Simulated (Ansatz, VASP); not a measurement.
One calculation of Ge3P4, two programs

```
Ge P
1.0
    -4.16298    4.16298    4.16298
     4.16298   -4.16298    4.16298
     4.16298    4.16298   -4.16298
Ge P
6 8
Direct
  0.25000 0.12500 0.87500
  0.87500 0.25000 0.12500
  0.75000 0.37500 0.62500
  0.62500 0.75000 0.37500
  0.12500 0.87500 0.25000
  0.37500 0.62500 0.75000
  0.55520 0.55520 0.55520
  0.44480 0.50000 0.00000
  0.50000 0.00000 0.94480
  0.00000 0.44480 0.50000
  0.94480 0.50000 0.00000
  0.05520 0.05520 0.05520
  0.00000 0.94480 0.50000
  0.50000 0.00000 0.44480
```

Alike in both runs: task single point; functional PBE; k mesh 4 × 4 × 4; occupations gaussian, width 0.1 eV; no spin polarisation.

```csv
,VASP,Ansatz
version,VASP 6.6.1,Ansatz 0.2.0
potentials or method,"VASP PAW PBE potentials, release 64 (Ge_d, P), cutoff 520 eV","scalar-relativistic, plane waves, PAW"
valence electrons in the cell,124,124
```

Ansatz gave:

* pressure (GPa): 8.0
* rms of the force components (eV/Å): 0.271

Problem. Which values does VASP return?

Solution. Pressure (GPa): 7.8; rms of the force components (eV/Å): 0.271.

Atom by atom the forces differ by 0.000 eV/Å (rms over components).
